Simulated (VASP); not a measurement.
**TiAl: single point with PBEsol+D4**

TiAl:

```
Ti Al
1.0
     3.14513    0.00000    0.00000
     0.00000    3.14513    0.00000
     0.00000    0.00000    3.14513
Ti Al
1 1
Direct
  0.50000 0.50000 0.50000
  0.00000 0.00000 0.00000
```

- Program: VASP 6.6.1
- Task: single point
- Functional: PBEsol
- Dispersion: D4
- Potentials or basis: VASP PAW PBE potentials, release 64 (Ti_sv, Al)
- Cutoff: 500 eV
- k mesh: 7 × 7 × 7
- Occupations: fermi-dirac, width 0.15 eV
- Spin: no spin polarisation

The pressure is 0.0 GPa and the dispersion energy per atom is -0.173 eV.

Levels at points of the mesh, in eV from the Fermi level:
```tsv
k point	band 5	band 6	band 7	band 8	band 9	band 10
(0.00, 0.00, 0.00)	-9.40	-1.51	-1.51	1.87	1.87	1.87
```

It took 3.1 s on 1 thread of Intel(R) Xeon(R) 6975P-C (Granite Rapids), on a shared host, peak memory 0.14 GiB.

Caveat: the PAW data sets were made with another functional, which shifts forces and pressure a little; pairwise dispersion overbinds metals, which lowers pressure and volume.
